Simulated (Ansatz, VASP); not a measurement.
## InAs: VASP beside Ansatz

Contents of POSCAR:

```
InAs
1.0
    0.0000000000      3.0180000000      3.0180000000
    3.0180000000      0.0000000000      3.0180000000
    3.0180000000      3.0180000000      0.0000000000
In As
1 1
Direct
    0.0000000000      0.0000000000      0.0000000000
    0.7500000000      0.7500000000      0.7500000000
```

File INCAR.step1:

```
PREC     = Accurate       # precision mode
ENCUT    = 520            # plane-wave cutoff, eV
EDIFF    = 1E-5           # SCF threshold, eV
ISMEAR   = -1             # smearing method
SIGMA    = 0.05           # smearing width, eV
LREAL    = F              # projectors in reciprocal space
LASPH    = T              # aspherical terms in the spheres
NELM     = 80             # most SCF steps
ALGO     = Normal         # electronic algorithm
ISIF     = 2              # what is computed and relaxed
LWAVE    = T              # write WAVECAR
LCHARG   = F              # write CHGCAR
NBANDS   = 16             # bands
GGA      = PE             # functional
```

INCAR.step2

```
PREC     = Accurate       # precision mode
ENCUT    = 520            # plane-wave cutoff, eV
EDIFF    = 1E-6           # SCF threshold, eV
ISMEAR   = -1             # smearing method
SIGMA    = 0.05           # smearing width, eV
LREAL    = F              # projectors in reciprocal space
LASPH    = T              # aspherical terms in the spheres
NELM     = 80             # most SCF steps
ALGO     = Normal         # electronic algorithm
ISIF     = 2              # what is computed and relaxed
LWAVE    = F              # write WAVECAR
LCHARG   = F              # write CHGCAR
GGA      = PE             # functional
LHFCALC  = T              # exact exchange
AEXX     = 0.5            # exact-exchange fraction
HFSCREEN = 0.2            # screening, 1/A
PRECFOCK = Normal       
NBANDS   = 16             # bands
ISTART   = 1
```

Contents of KPOINTS:

```
regular mesh
0
Gamma
  4 4 4
```

input.yaml

```yaml
crystal:
  lattice:
    - [0.0, 3.018, 3.018]
    - [3.018, 0.0, 3.018]
    - [3.018, 3.018, 0.0]
  atoms:
    - { symbol: In, position: [0.0, 0.0, 0.0] }
    - { symbol: As, position: [0.75, 0.75, 0.75] }
kpoints:
  mp_grid: { grid: [4, 4, 4] }
scf:
  occupations: { method: fermi_dirac, width: 0.05 }
hamiltonian:
  xc: { preset: hse06, exx: { coeff: 0.5, omega: 0.2 } }
  pseudopotentials: { kind: all_electron, datasets: crystal }
output:
  forces: true
  stress: true
```

Alike in both runs: task single point; functional PBE-based screened hybrid; k mesh 4 × 4 × 4; occupations fermi-dirac, width 0.05 eV; no spin polarisation.

```csv
,VASP,Ansatz
version,VASP 6.6.1,Ansatz 0.2.0
potentials or method,"VASP PAW PBE potentials, release 64 (In_d, As), cutoff 520 eV",all-electron PAW datasets made for the crystal
```

```tsv
	VASP	Ansatz	Ansatz less VASP
gap on the k mesh at the Fermi level (eV)	1.57	1.58	+0.018
least direct gap on the mesh (eV)	1.57	1.58	+0.018
pressure (GPa)	0.2	0.7	+0.56
```

VASP's potentials were made for PBE, not for PBE-based screened hybrid. Ansatz ran all-electron here, and VASP with PAW potentials.

The k mesh is coarse, so the values compare programs but aren't converged.
